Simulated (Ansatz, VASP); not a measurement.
## One calculation of Ga4O, two programs

```
Ga O
1.0
     4.43313    0.00000    0.00000
    -2.21656    3.83920    0.00000
     0.00000    0.00000    5.49912
Ga O
4 1
Cartesian
  0.0000 2.5595 4.1066
  0.0000 2.5595 1.3926
  2.2166 1.2797 1.3926
  2.2166 1.2797 4.1066
  0.0000 0.0000 0.0000
```

Alike in both runs: functional PBE; k mesh 12 × 12 × 8; occupations gaussian, width 0.1 eV; no spin polarisation.

Ansatz relaxed the structure, and its values are those at the end. VASP's run is a single point on that final structure, the one shown.

|  | VASP | Ansatz |
| --- | --- | --- |
| version | VASP 6.6.1 | Ansatz 0.2.0 |
| potentials or method | VASP PAW PBE potentials, release 64 (Ga_d, O), cutoff 520 eV | scalar-relativistic, plane waves, PAW |
| valence electrons in the cell | 58 | 58 |

VASP gave:

| Item | Value |
| --- | --- |
| gap on the k mesh at the Fermi level (eV) | none |
| pressure (GPa) | 0.1 |

**Question.** Estimate Ansatz's values.

**Answer.** gap on the k mesh at the Fermi level (eV): none; pressure (GPa): 0.0.

A gap of «none» marks a metal or a gap that the smearing closes.
